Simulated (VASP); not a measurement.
Write the native input for VASP 6.6.1 that does the following.

- Task: relaxation of shape and atoms at fixed volume
- Functional: LDA
- Potentials or basis: VASP PAW LDA potentials, release 64 (Al)
- Cutoff: 600 eV
- k mesh: 15 × 15 × 8
- Occupations: fermi-dirac, width 0.08 eV
- Spin: no spin polarisation
- Dipole correction: no
- Further INCAR settings: ALGO = Normal; EDIFF = 1e-06; IBRION = 2; EDIFFG = -0.005; NSW = 50; ISIF = 4

The structure of Al lies in POSCAR:

```
Al
1.0
    2.2639462621      0.0000000000      0.0000000000
   -1.1319731311      1.9606349758      0.0000000000
    0.0000000000      0.0000000000      3.7370344634
Al
2
Direct
    0.3333333333      0.6666666667      0.2500000000
    0.6666666667      0.3333333333      0.7500000000
```

These files were run (other wordings do the same):

INCAR

```
ALGO = Normal ; EDIFF = 1E-6
EDIFFG = -0.005 ; ENCUT = 600
GGA = CA ; IBRION = 2
ISIF = 4 ; ISMEAR = -1
LASPH = True ; LCHARG = False
LREAL = False ; LWAVE = False
NELM = 60 ; NSW = 50
PREC = Accurate ; SIGMA = 0.08
```

KPOINTS

```
k-points
0
Gamma
  15 15 8
```

Potentials or basis: VASP PAW LDA potentials, release 64 (Al).

Run with:

```sh
$ cat potpaw_LDA.64/Al/POTCAR > POTCAR
$ mpirun -np 1 vasp_std > vasp.out
```

It gave:

| Quantity | Value |
| --- | --- |
| Energy gained by relaxing | 3.7 meV/atom |
| Ionic steps | 3 |
| Pressure after relaxing | 208.8 GPa |
| Band gap on the k mesh | zero (band 3 reaches 22.85 eV, above the bottom of band 4 at 12.99 eV) |

Run time: 9.1 s on 1 thread of Intel(R) Xeon(R) 6975P-C (Granite Rapids) (shared host), peak memory 0.12 GiB.
